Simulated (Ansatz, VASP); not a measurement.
## One calculation of Rh, two programs

```
Rh
1.0
     0.00000    1.90155    1.95860
     1.90155    0.00000    1.95860
     1.90155    1.90155    0.00000
Rh
1
Direct
  0.00000 0.00000 0.00000
```

Change from the starting cell: strain +0.000 along x and y, +0.030 along z, atoms carried along.

Alike in both runs: task single point; functional r2SCAN; k mesh 8 × 8 × 8; occupations gaussian, width 0.15 eV; no spin polarisation.

```csv
,VASP,Ansatz
version,VASP 6.6.1,Ansatz 0.2.0
potentials or method,"VASP PAW PBE potentials, release 64 (Rh_pv), cutoff 520 eV","scalar-relativistic, plane waves, PAW"
valence electrons in the cell,15,17
```

VASP gave:

* gap on the k mesh at the Fermi level (eV): none
* pressure (GPa): -6.3
* traceless stress, the component that is largest in VASP (GPa): -4.32

**Question.** Estimate Ansatz's values.

**Answer.** gap on the k mesh at the Fermi level (eV): none; pressure (GPa): -7.4; traceless stress, the component that is largest in VASP (GPa): -4.30.

VASP's potentials were made for PBE, not for r2SCAN. A gap of «none» marks a metal or a gap that the smearing closes. VASP's potentials hold 15 valence electrons a cell and Ansatz's 17, so a difference there can come from the potentials and not from the codes.
